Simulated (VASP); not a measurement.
# NiO (I4/mmm) in VASP: notebook, part 3 of 3

VASP 6.6.1.

**5. Single point, r2SCAN, collinear spin, ferromagnetic start (uniaxial strain along c: -4.0 %)**

Contents of POSCAR:

```
NiO
1.0
    2.1152414820      2.1152414820      0.0000000000
   -2.1152414820      2.1152414820      0.0000000000
    0.0000000000      0.0000000000      4.0210531143
Ni O
2 2
Direct
    0.0000000000      0.0000000000      0.0000000000
    0.5000000000      0.5000000000      0.5000000000
    0.5000000000      0.5000000000      0.0000000000
    0.0000000000      0.0000000000      0.5000000000
```

Contents of INCAR.step1:

```
PREC     = Accurate       # precision mode
ENCUT    = 520            # plane-wave cutoff, eV
ISMEAR   = 0              # smearing method
SIGMA    = 0.02           # smearing width, eV
LREAL    = F              # projectors in reciprocal space
LASPH    = T              # aspherical terms in the spheres
NELM     = 150            # most SCF steps
ISPIN    = 2              # spin polarisation
MAGMOM   = 1.84 1.84 0.31 0.31 # initial moments
LMAXMIX  = 4              # l up to which the mixer works
NBANDS   = 28             # bands
GGA      = PE             # functional
ALGO     = Normal         # electronic algorithm
EDIFF    = 1E-4           # SCF threshold, eV
LWAVE    = T              # write WAVECAR
LCHARG   = F              # write CHGCAR
```

Contents of INCAR.step2:

```
PREC     = Accurate       # precision mode
ENCUT    = 520            # plane-wave cutoff, eV
EDIFF    = 1E-6           # SCF threshold, eV
ISMEAR   = 0              # smearing method
SIGMA    = 0.02           # smearing width, eV
LREAL    = F              # projectors in reciprocal space
LASPH    = T              # aspherical terms in the spheres
NELM     = 150            # most SCF steps
ALGO     = Normal         # electronic algorithm
ISIF     = 2              # what is computed and relaxed
LWAVE    = F              # write WAVECAR
LCHARG   = F              # write CHGCAR
ISPIN    = 2              # spin polarisation
MAGMOM   = 1.84 1.84 0.31 0.31 # initial moments
LORBIT   = 11             # projections on sites
LMAXMIX  = 4              # l up to which the mixer works
METAGGA  = R2SCAN         # meta-GGA
LMIXTAU  = T            
NBANDS   = 28             # bands
ISTART   = 1
```

Contents of KPOINTS:

```
Automatic mesh
0
Gamma
  10 10 8
```

Potentials or basis: VASP PAW PBE potentials, release 64 (Ni, O).

Started as:

```sh
> cat potpaw_PBE.64/Ni/POTCAR potpaw_PBE.64/O/POTCAR > POTCAR
> cp INCAR.step1 INCAR
> mpirun -np 1 vasp_std > vasp.out
> cp INCAR.step2 INCAR
> mpirun -np 1 vasp_std > vasp.out
```

OUTCAR:

```text
PREC = Accurate
   ENCUT = 520
   EDIFF = 1E-6
   ISMEAR = 0
   LREAL = F
   LASPH = T
   NELM = 150
   ISIF = 2
   ISPIN = 2
   LORBIT = 11
   METAGGA = R2SCAN
   ISTART = 1

 ion  position               nearest neighbor table
   1  0.000  0.000  0.000-   4 2.01   4 2.01   3 2.12   3 2.12   3 2.12   3 2.12   2 2.92   2 2.92
                             2 2.92   2 2.92   2 2.92   2 2.92   2 2.92   2 2.92
   2  0.500  0.500  0.500-   3 2.01   3 2.01   4 2.12   4 2.12   4 2.12   4 2.12   1 2.92   1 2.92
                             1 2.92   1 2.92   1 2.92   1 2.92   1 2.92   1 2.92
   3  0.500  0.500  0.000-   2 2.01   2 2.01   1 2.12   1 2.12   1 2.12   1 2.12
   4  0.000  0.000  0.500-   1 2.01   1 2.01   2 2.12   2 2.12   2 2.12   2 2.12

  LATTYP: Found a simple tetragonal cell.
 ALAT       =     2.9914031915
 C/A-ratio  =     1.3442029900

  Lattice vectors:

 A1 = (   2.1152414820,   2.1152414820,   0.0000000000)
 A2 = (  -2.1152414820,   2.1152414820,   0.0000000000)
[... 985 lines left out ...]
      3       1.3213      1.00000
      4       3.9474      1.00000
      5       3.9474      1.00000
      6       4.5455      1.00000
[... 733 lines left out ...]
     27      26.8613      0.00000
     28      29.7993      0.00000

 [... further k-points ...]
[... 5 lines left out ...]
  --------------------------------------------------------------------------------------
  -------------------------------------------------------------------------------------
  Total        0.1487113      0.1487113      3.6865663      0.0000000      0.0000000     -0.0000000
  in kB        6.6216291      6.6216291    164.1507665      0.0000000      0.0000000     -0.0000000
  external PRESSURE =      59.1313416 kB  Pullay stress =       0.0000000 kB

 VOLUME and BASIS-vectors are now :
 -----------------------------------------------------------------------------
  energy-cutoff  :      520.00
  volume of cell :       35.98
      direct lattice vectors                 reciprocal lattice vectors
     2.115241482  2.115241482  0.000000000     0.236379631  0.236379631  0.000000000
    -2.115241482  2.115241482  0.000000000    -0.236379631  0.236379631  0.000000000
     0.000000000  0.000000000  4.021053114     0.000000000  0.000000000  0.248691070

 POSITION                                       TOTAL-FORCE (eV/Angst)
 -----------------------------------------------------------------------------------
      0.00000      0.00000      0.00000         0.000000     -0.000000     -0.000000
      0.00000      2.11524      2.01053         0.000000      0.000000      0.000000
      0.00000      2.11524      0.00000         0.000000     -0.000000      0.000000
      0.00000      0.00000      2.01053        -0.000000      0.000000     -0.000000
 -----------------------------------------------------------------------------------
    total drift:                                0.000000     -0.000000     -0.000000

  FREE ENERGIE OF THE ION-ELECTRON SYSTEM (eV)
  ---------------------------------------------------
  free  energy   TOTEN  =       -40.1498462078 eV

  energy  without entropy=      -40.1498462078  energy(sigma->0) =      -40.14984621

 total charge

# of ion       s       p       d       tot
------------------------------------------
    1        0.344   0.434   8.185   8.964
    2        0.344   0.434   8.185   8.964
    3        1.555   3.505   0.000   5.060
    4        1.555   3.505   0.000   5.060
--------------------------------------------------
tot          3.799   7.879  16.370  28.048

 magnetization (x)

# of ion       s       p       d       tot
------------------------------------------
    1        0.013   0.012   1.665   1.690
    2        0.013   0.012   1.665   1.690
    3        0.029   0.250   0.000   0.279
    4        0.029   0.250   0.000   0.279
--------------------------------------------------
tot          0.083   0.524   3.331   3.937
```

OSZICAR.step1:

```text
N       E                     dE             d eps       ncg     rms          rms(c)
DAV:   1     0.253743617948E+03    0.25374E+03   -0.14767E+04 12364   0.149E+03
DAV:   2    -0.211993936350E+01   -0.25586E+03   -0.22962E+03 12128   0.338E+02
DAV:   3    -0.269770478146E+02   -0.24857E+02   -0.23356E+02 12952   0.113E+02
DAV:   4    -0.274849155802E+02   -0.50787E+00   -0.50621E+00 12520   0.163E+01
DAV:   5    -0.274967365749E+02   -0.11821E-01   -0.11820E-01 14288   0.242E+00    0.219E+01
DAV:   6    -0.250130042645E+02    0.24837E+01   -0.24942E+01 14928   0.833E+01    0.264E+01
DAV:   7    -0.228862982002E+02    0.21267E+01   -0.66614E+00 14328   0.638E+01    0.899E+00
DAV:   8    -0.229080508206E+02   -0.21753E-01   -0.81474E-01 14700   0.868E+00    0.555E+00
DAV:   9    -0.229010816670E+02    0.69692E-02   -0.59354E-02 17064   0.302E+00    0.144E+00
DAV:  10    -0.229025848817E+02   -0.15032E-02   -0.11965E-02 13396   0.104E+00    0.285E-01
DAV:  11    -0.229028383895E+02   -0.25351E-03   -0.50716E-04 13744   0.280E-01    0.139E-01
DAV:  12    -0.229029075531E+02   -0.69164E-04   -0.87482E-05  7332   0.145E-01
   1 F= -.22902908E+02 E0= -.22902585E+02  d E =-.644205E-03  mag=     3.2071
```

Run time: 12 min. Hardware: 1 thread of Intel Xeon Platinum 8175M at 2.50GHz (Skylake/Cascade Lake), shared host; peak memory 0.28 GiB.

Results:

| Quantity | Value |
| --- | --- |
| Free energy | -40.1498 eV |
| Pressure | 5.9 GPa |
| Band gap on the k mesh | 0.37 eV |
| Net moment | 4.00 μB per cell |
| Site moments | Ni +1.69; O +0.28 μB |
| Valence electrons inside the program's atomic spheres | Ni 8.96; O 5.06 |

Levels at points of the mesh, in eV from the valence-band top:
Spin up:
| k point | band 14 | band 15 | band 16 | band 17 | band 18 | band 19 | band 20 | band 21 | band 22 | band 23 |
| --- | --- | --- | --- | --- | --- | --- | --- | --- | --- | --- |
| (0.00, 0.00, 0.00) | -3.21 | -3.04 | -3.04 | -2.39 | -2.39 | 2.07 | 6.67 | 12.00 | 12.12 | 17.27 |
| (0.50, 0.00, 0.00) | -2.17 | -2.13 | -2.13 | -0.66 | -0.66 | 7.55 | 7.55 | 11.43 | 11.43 | 12.33 |
| (0.50, 0.50, 0.00) | -3.34 | -2.48 | -2.48 | -2.35 | -2.35 | 6.71 | 6.71 | 11.25 | 11.25 | 12.86 |
| (0.00, 0.00, 0.50) | -2.26 | -1.93 | -1.93 | -1.93 | -1.93 | 6.24 | 6.24 | 13.65 | 13.65 | 14.66 |
| (0.50, 0.00, 0.50) | -2.03 | -0.37 | -0.37 | 0.00 | 0.00 | 6.13 | 6.13 | 10.85 | 10.85 | 14.14 |
| (0.50, 0.50, 0.50) | -2.31 | -2.31 | -2.31 | -1.84 | -1.84 | 9.44 | 9.44 | 11.18 | 11.18 | 11.18 |
Spin down:
| k point | band 11 | band 12 | band 13 | band 14 | band 15 | band 16 | band 17 | band 18 |
| --- | --- | --- | --- | --- | --- | --- | --- | --- |
| (0.00, 0.00, 0.00) | -2.33 | -2.33 | -1.41 | -1.41 | 0.37 | 0.46 | 0.95 | 1.62 |
| (0.50, 0.00, 0.00) | -1.46 | -1.46 | -1.22 | -1.22 | 1.52 | 1.52 | 3.01 | 3.01 |
| (0.50, 0.50, 0.00) | -1.52 | -1.52 | -1.37 | -1.37 | 0.90 | 0.90 | 1.52 | 1.52 |
| (0.00, 0.00, 0.50) | -1.00 | -1.00 | -1.00 | -1.00 | 0.66 | 0.66 | 1.51 | 1.51 |
| (0.50, 0.00, 0.50) | -1.35 | -1.35 | -1.08 | -1.08 | 3.06 | 3.06 | 3.54 | 3.54 |
| (0.50, 0.50, 0.50) | -1.39 | -1.39 | -1.39 | -1.39 | 1.25 | 1.25 | 2.16 | 2.16 |

Caveat: the cell differs from its parent crystal (uniaxial strain along c: -4.0 %); the PAW data sets were made with another functional, which shifts forces and pressure a little. A k mesh can miss the band edges.

**6. Single point, r2SCAN, collinear spin, ferromagnetic start (uniaxial strain along c: -4.0 %, then relaxed in part)**

Changes to POSCAR since step 5:

```diff
@@ -2,4 +2,4 @@
 1.0
-    2.1152414820      2.1152414820      0.0000000000
-   -2.1152414820      2.1152414820      0.0000000000
+    2.1183989554      2.1183989554      0.0000000000
+   -2.1183989554      2.1183989554      0.0000000000
     0.0000000000      0.0000000000      4.0210531143
```

Contents of INCAR.step1:

```
PREC = Accurate
ENCUT = 520
ISMEAR = 0
SIGMA = 0.02
LREAL = F
LASPH = T
NELM = 150
ISPIN = 2
MAGMOM = 1.84 1.84 0.31 0.31
LMAXMIX = 4
NBANDS = 28
GGA = PE
ALGO = Normal
EDIFF = 1E-4
LWAVE = T
LCHARG = F
```

Contents of INCAR.step2:

```
PREC = Accurate
ENCUT = 520
EDIFF = 1E-6
ISMEAR = 0
SIGMA = 0.02
LREAL = F
LASPH = T
NELM = 150
ALGO = Normal
ISIF = 2
LWAVE = F
LCHARG = T
ISPIN = 2
MAGMOM = 1.84 1.84 0.31 0.31
LORBIT = 11
LMAXMIX = 4
METAGGA = R2SCAN
LMIXTAU = T
LELF = T
LVHAR = T
NBANDS = 28
ISTART = 1
```

Contents of KPOINTS:

```
regular mesh
0
Gamma
  10 10 8
```

Potentials or basis: VASP PAW PBE potentials, release 64 (Ni, O).

Started as:

```sh
> cat potpaw_PBE.64/Ni/POTCAR potpaw_PBE.64/O/POTCAR > POTCAR
> cp INCAR.step1 INCAR
> mpirun -np 1 vasp_std > vasp.out
> cp INCAR.step2 INCAR
> mpirun -np 1 vasp_std > vasp.out
```

OUTCAR:

```text
PREC = Accurate
   ENCUT = 520
   EDIFF = 1E-6
   ISMEAR = 0
   LREAL = F
   LASPH = T
   NELM = 150
   ISIF = 2
   ISPIN = 2
   LORBIT = 11
   METAGGA = R2SCAN
   ISTART = 1

 ion  position               nearest neighbor table
   1  0.000  0.000  0.000-   4 2.01   4 2.01   3 2.12   3 2.12   3 2.12   3 2.12   2 2.92   2 2.92
                             2 2.92   2 2.92   2 2.92   2 2.92   2 2.92   2 2.92
   2  0.500  0.500  0.500-   3 2.01   3 2.01   4 2.12   4 2.12   4 2.12   4 2.12   1 2.92   1 2.92
                             1 2.92   1 2.92   1 2.92   1 2.92   1 2.92   1 2.92
[... 1753 lines left out ...]
     2.118398955  2.118398955  0.000000000     0.236027307  0.236027307  0.000000000
    -2.118398955  2.118398955  0.000000000    -0.236027307  0.236027307  0.000000000
     0.000000000  0.000000000  4.021053114     0.000000000  0.000000000  0.248691070

 POSITION                                       TOTAL-FORCE (eV/Angst)
 -----------------------------------------------------------------------------------
      0.00000      0.00000      0.00000         0.000000     -0.000000     -0.000000
      0.00000      2.11840      2.01053        -0.000000     -0.000000      0.000000
      0.00000      2.11840      0.00000         0.000000     -0.000000      0.000000
      0.00000      0.00000      2.01053        -0.000000      0.000000     -0.000000
 -----------------------------------------------------------------------------------
    total drift:                                0.000000     -0.000000     -0.000000

  FREE ENERGIE OF THE ION-ELECTRON SYSTEM (eV)
  ---------------------------------------------------
  free  energy   TOTEN  =       -40.1502323063 eV

  energy  without entropy=      -40.1502323063  energy(sigma->0) =      -40.15023231

 total charge

# of ion       s       p       d       tot
------------------------------------------
    1        0.343   0.432   8.183   8.959
    2        0.343   0.432   8.183   8.959
    3        1.555   3.504   0.000   5.059
    4        1.555   3.504   0.000   5.059
--------------------------------------------------
tot          3.797   7.872  16.366  28.034

 magnetization (x)

# of ion       s       p       d       tot
------------------------------------------
    1        0.013   0.012   1.666   1.690
    2        0.013   0.012   1.666   1.690
    3        0.029   0.250   0.000   0.278
    4        0.029   0.250   0.000   0.278
--------------------------------------------------
tot          0.083   0.523   3.331   3.937
```

It took 9.9 min on 1 thread of Intel Xeon Platinum 8175M at 2.50GHz (Skylake/Cascade Lake), shared host; peak memory 0.28 GiB.

Results:

```
Free energy                                           : -40.1502 eV
Pressure                                              : 5.3 GPa
Band gap on the k mesh                                : 0.38 eV
Net moment                                            : 4.00 μB per cell
Site moments                                          : Ni +1.69; O +0.28 μB
Valence electrons inside the program's atomic spheres : Ni 8.96; O 5.06
```

Stress tensor (GPa, compression positive):
```
-0.05  0.00  0.00
 0.00 -0.05  0.00
 0.00  0.00 15.93
```

Levels at points of the mesh, in eV from the valence-band top:
Spin up:
```tsv
k point	band 16	band 17	band 18	band 19	band 20	band 21
(0.00, 0.00, 0.00)	-3.02	-2.39	-2.39	2.05	6.66	11.99
(0.50, 0.00, 0.00)	-2.14	-0.68	-0.68	7.53	7.53	11.40
(0.50, 0.50, 0.00)	-2.48	-2.35	-2.35	6.69	6.69	11.22
(0.00, 0.00, 0.50)	-1.92	-1.92	-1.92	6.23	6.23	13.63
(0.50, 0.00, 0.50)	-0.38	0.00	0.00	6.12	6.12	10.82
(0.50, 0.50, 0.50)	-2.30	-1.83	-1.83	9.43	9.43	11.16
```
Spin down:
```
           k point  band 12  band 13  band 14  band 15  band 16  band 17
(0.00, 0.00, 0.00)    -2.32    -1.41    -1.41     0.38     0.46     0.96
(0.50, 0.00, 0.00)    -1.46    -1.23    -1.23     1.53     1.53     3.00
(0.50, 0.50, 0.00)    -1.52    -1.37    -1.37     0.90     0.90     1.52
(0.00, 0.00, 0.50)    -1.00    -0.99    -0.99     0.66     0.66     1.51
(0.50, 0.00, 0.50)    -1.35    -1.08    -1.08     3.04     3.04     3.54
(0.50, 0.50, 0.50)    -1.38    -1.38    -1.38     1.24     1.24     2.16
```

Caveat: the cell differs from its parent crystal (uniaxial strain along c: -4.0 %, then relaxed in part); the PAW data sets were made with another functional, which shifts forces and pressure a little.

**7. The runs side by side**

```tsv
cell	gap on the mesh (eV)	pressure (GPa)	moment (μB)
a = 3.139, b = 3.139, c = 4.038 Å, 4 atoms	0.47	-11.2	4.00
a = 3.017, b = 3.017, c = 3.937 Å, 4 atoms	0.18	8.8	4.00
a = 2.991, b = 2.991, c = 4.021 Å, 4 atoms	0.37	5.9	4.00
a = 2.996, b = 2.996, c = 4.021 Å, 4 atoms	0.38	5.3	4.00
```

Alike in all rows: task single point; level r2SCAN; potentials or basis VASP PAW PBE potentials, release 64 (Ni, O); spin collinear, ferromagnetic start; k mesh 10 × 10 × 8; cutoff (eV) 520; smearing gaussian 0.02 eV.

Caveats: the PAW data sets were made with another functional, which shifts forces and pressure a little.

Absolute energies hang on the potentials; compare differences alone.
